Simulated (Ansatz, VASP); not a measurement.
## One calculation of SnTe, two programs

```
CELL_PARAMETERS angstrom
4.12366 0.00000 0.00000
-2.06183 3.57120 0.00000
0.00000 0.00000 17.54265
ATOMIC_POSITIONS crystal
Sn 0.33333 0.66667 0.17700
Sn 0.66667 0.33333 0.67700
Sn 0.33333 0.66667 0.32300
Sn 0.66667 0.33333 0.82300
Te 0.33333 0.66667 0.60000
Te 0.66667 0.33333 0.10000
Te 0.33333 0.66667 0.90000
Te 0.66667 0.33333 0.40000
```

Change from the starting cell: species swapped into the GaSe type (P6_3/mmc, No. 194).

Alike in both runs: task relaxation of cell and atoms; functional PBE; k mesh 6 × 6 × 1; occupations gaussian, width 0.1 eV; no spin polarisation.

|  | VASP | Ansatz |
| --- | --- | --- |
| version | VASP 6.6.1 | Ansatz 0.2.0 |
| potentials or method | VASP PAW PBE potentials, release 64 (Sn_d, Te), cutoff 600 eV | scalar-relativistic, plane waves, PAW |
| valence electrons in the cell | 80 | 120 |

Ansatz gave:

| Property | Result |
| --- | --- |
| gap on the k mesh at the Fermi level, each at its own relaxed structure (eV) | 0.84 |
| relaxed volume (Å³/atom) | 45.30 |
| relaxed length of the cell vector where the two differ most in proportion (Å) | 23.585 |

**Question.** What did VASP give for the same quantities?

**Answer.** gap on the k mesh at the Fermi level, each at its own relaxed structure (eV): 0.92; relaxed volume (Å³/atom): 46.12; relaxed length of the cell vector where the two differ most in proportion (Å): 24.024.

VASP's potentials hold 80 valence electrons a cell and Ansatz's 120, so a difference there can come from the potentials and not from the codes.

Neither program's run includes spin-orbit coupling. Noted on VASP's run: the volume moved by over 15 % at a fixed basis, so the end points are rough.
